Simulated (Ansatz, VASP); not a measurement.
**BaH4 in VASP and in Ansatz**

File INCAR:

```
PREC     = Accurate       # precision mode
ENCUT    = 520            # plane-wave cutoff, eV
EDIFF    = 1E-7           # SCF threshold, eV
ISMEAR   = 0              # smearing method
SIGMA    = 0.1            # smearing width, eV
LREAL    = False          # projectors in reciprocal space
LASPH    = True           # aspherical terms in the spheres
NELM     = 100            # most SCF steps
ALGO     = Normal         # electronic algorithm
ISIF     = 2              # what is computed and relaxed
LWAVE    = False          # write WAVECAR
LCHARG   = False          # write CHGCAR
GGA      = PE             # functional
NBANDS   = 25             # bands
```

KPOINTS

```
Automatic mesh
0
Gamma
  4 4 4
```

File POSCAR:

```
BaH4
1.0
    0.0000000000     -4.3629702894      0.0000000000
    2.1814851447     -2.1814851447     -3.3756763340
    6.5444554341     -2.1814851447      3.3756763340
Ba H
2 8
Direct
    0.5000000000      0.5000000000      0.5000000000
    0.0000000000      0.0000000000      0.0000000000
    0.8750000000      0.8750000000      0.3750000000
    0.3750000000      0.3750000000      0.8750000000
    0.6250000000      0.6250000000      0.1250000000
    0.1250000000      0.1250000000      0.6250000000
    0.2216705115      0.3349884655      0.2216705115
    0.7216705115      0.8349884655      0.7216705115
    0.2783294885      0.1650115345      0.2783294885
    0.7783294885      0.6650115345      0.7783294885
```

Input for Ansatz:

```yaml
crystal:
  lattice:
    - [0.0, -4.3629702894, 0.0]
    - [2.1814851447, -2.1814851447, -3.375676334]
    - [6.5444554341, -2.1814851447, 3.375676334]
  atoms:
    - { symbol: Ba, position: [0.5, 0.5, 0.5] }
    - { symbol: Ba, position: [0.0, 0.0, 0.0] }
    - { symbol: H, position: [0.875, 0.875, 0.375] }
    - { symbol: H, position: [0.375, 0.375, 0.875] }
    - { symbol: H, position: [0.625, 0.625, 0.125] }
    - { symbol: H, position: [0.125, 0.125, 0.625] }
    - { symbol: H, position: [0.2216705115, 0.3349884655, 0.2216705115] }
    - { symbol: H, position: [0.7216705115, 0.8349884655, 0.7216705115] }
    - { symbol: H, position: [0.2783294885, 0.1650115345, 0.2783294885] }
    - { symbol: H, position: [0.7783294885, 0.6650115345, 0.7783294885] }
basis:
  ecutwfc: 420
kpoints:
  mp_grid: { grid: [4, 4, 4] }
hamiltonian:
  xc: pbe
scf:
  occupations: { method: gaussian, width: 0.1 }
  lower_state_search: "off"
output:
  forces: true
  stress: true
  eigenvalues: true
```

Alike in both runs: task single point; functional PBE; k mesh 4 × 4 × 4; occupations gaussian, width 0.1 eV; no spin polarisation.

|  | VASP | Ansatz |
| --- | --- | --- |
| version | VASP 6.6.1 | Ansatz 0.2.0 |
| potentials or method | VASP PAW PBE potentials, release 64 (Ba_sv, H), cutoff 520 eV | scalar-relativistic, plane waves, PAW |
| valence electrons in the cell | 28 | 28 |

VASP gave:

```
gap on the k mesh at the Fermi level (eV) : 2.17
least direct gap on the mesh (eV)         : 2.22
pressure (GPa)                            : 0.4
rms of the force components (eV/Å)        : 0.008
```

Question: Estimate Ansatz's values.

Answer: gap on the k mesh at the Fermi level (eV): 2.26; least direct gap on the mesh (eV): 2.38; pressure (GPa): 0.0; rms of the force components (eV/Å): 0.001.

Atom by atom the forces differ by 0.008 eV/Å (rms over components).

Neither program's run includes spin-orbit coupling.
